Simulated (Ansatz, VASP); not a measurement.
## Two plane-wave programs on Al

INCAR

```
PREC     = Accurate       # precision mode
ENCUT    = 520            # plane-wave cutoff, eV
EDIFF    = 1E-6           # SCF threshold, eV
ISMEAR   = 0              # smearing method
SIGMA    = 0.15           # smearing width, eV
LREAL    = False          # projectors in reciprocal space
LASPH    = True           # aspherical terms in the spheres
NELM     = 60             # most SCF steps
ALGO     = Normal         # electronic algorithm
ISIF     = 2              # what is computed and relaxed
LWAVE    = False          # write WAVECAR
LCHARG   = False          # write CHGCAR
GGA      = PE             # functional
IVDW     = 12             # dispersion correction
NBANDS   = 14             # bands
```

The input KPOINTS:

```
regular mesh
0
Gamma
  18 18 6
```

The input POSCAR:

```
Al
1.0
    2.9657812580      0.0000000000      0.0000000000
   -1.4828906290      2.5684419115      0.0000000000
    0.0000000000      0.0000000000      8.9878001024
Al
4
Direct
    0.0000000000      0.0000000000      0.0000000000
    0.3333333333      0.6666666667      0.2500000000
    0.0000000000      0.0000000000      0.5000000000
    0.6666666667      0.3333333333      0.7500000000
```

Input for Ansatz:

```yaml
crystal:
  lattice:
    - [2.965781258, 0.0, 0.0]
    - [-1.482890629, 2.5684419115, 0.0]
    - [0.0, 0.0, 8.9878001024]
  atoms:
    - { symbol: Al, position: [0.0, 0.0, 0.0] }
    - { symbol: Al, position: [0.3333333333, 0.6666666667, 0.25] }
    - { symbol: Al, position: [0.0, 0.0, 0.5] }
    - { symbol: Al, position: [0.6666666667, 0.3333333333, 0.75] }
basis:
  ecutwfc: 420
kpoints:
  mp_grid: { grid: [18, 18, 6] }
hamiltonian:
  xc: pbe
  pseudopotentials: { kind: paw, azcp: { folder: soft_1 } }
  dispersion: d3bj
scf:
  occupations: { method: gaussian, width: 0.15 }
output:
  forces: true
  stress: true
  eigenvalues: true
  write_density: true
  write_potential: true
  elf: true
  volumetric_format: npy
```

Alike in both runs: task single point; functional PBE; dispersion D3(BJ); k mesh 18 × 18 × 6; occupations gaussian, width 0.15 eV; no spin polarisation.

|  | VASP | Ansatz |
| --- | --- | --- |
| version | VASP 6.6.1 | Ansatz 0.2.0 |
| potentials or method | VASP PAW PBE potentials, release 64 (Al), cutoff 520 eV | scalar-relativistic, plane waves, PAW |
| valence electrons in the cell | 12 | 12 |

```tsv
	VASP	Ansatz	Ansatz less VASP
gap on the k mesh at the Fermi level (eV)	none	none	-
pressure (GPa)	-5.0	-5.0	+0.01
traceless stress, the component that is largest in VASP (GPa)	2.65	2.65	+0.004
```

A gap of «none» marks a metal or a gap that the smearing closes.
